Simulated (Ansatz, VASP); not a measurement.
F: VASP beside Ansatz

Contents of INCAR:

```
SYSTEM = F
  PREC = Accurate
  ENCUT = 520
  EDIFF = 1E-6
  ISMEAR = -1
  SIGMA = 0.05
  LREAL = .FALSE.
  LASPH = .TRUE.
  NELM = 60
  ALGO = Normal
  ISIF = 2
  LWAVE = .FALSE.
  LCHARG = .FALSE.
  GGA = PE
  NBANDS = 22
```

Contents of KPOINTS:

```
regular mesh
0
G
  9 9 4
  0 0 0
```

The input POSCAR:

```
F
1.0
    2.9793070711     -1.7950454160      0.1439762357
    2.9793070711      1.7950454160      0.1439762357
   -1.2901131289      0.0000000000      6.6368689883
F
4
Direct
    0.9236106942      0.5862237664      0.0928428741
    0.4137762336      0.0763893058      0.4071571259
    0.0763893058      0.4137762336      0.9071571259
    0.5862237664      0.9236106942      0.5928428741
```

Input for Ansatz:

```yaml
crystal:
  lattice:
    - [2.9793070711, -1.795045416, 0.1439762357]
    - [2.9793070711, 1.795045416, 0.1439762357]
    - [-1.2901131289, 0.0, 6.6368689883]
  atoms:
    - { symbol: F, position: [0.9236106942, 0.5862237664, 0.0928428741] }
    - { symbol: F, position: [0.4137762336, 0.0763893058, 0.4071571259] }
    - { symbol: F, position: [0.0763893058, 0.4137762336, 0.9071571259] }
    - { symbol: F, position: [0.5862237664, 0.9236106942, 0.5928428741] }
hamiltonian:
  xc: pbe
  pseudopotentials:
    kind: paw
    azcp:
      F: "pseudopotentials/F.paw.azcp"
basis:
  ecutwfc: 420
  fft_grid_basis: typed
kpoints:
  mp_grid: { grid: [9, 9, 4], shift: [0, 0, 0] }
magnetization:
  spin_polarized: false
scf:
  occupations: { method: fermi_dirac, width: 0.05 }
  lower_state_search: "off"
output:
  stress: true
```

Alike in both runs: task single point; functional PBE; k mesh 9 × 9 × 4; occupations fermi-dirac, width 0.05 eV; no spin polarisation.

```csv
,VASP,Ansatz
version,VASP 6.6.1,Ansatz 0.2.0
potentials or method,"VASP PAW PBE potentials, release 64 (F), cutoff 520 eV","plane waves (420 eV) with PAW, scalar-relativistic"
valence electrons in the cell,28,28
```

```csv
,VASP,Ansatz,Ansatz less VASP
pressure (GPa),3.8,3.4,-0.41
"traceless stress, the component that is largest in VASP (GPa)",5.81,4.49,-1.319
```

The functional is the same, so the differences come from potentials, cutoffs and numerics.
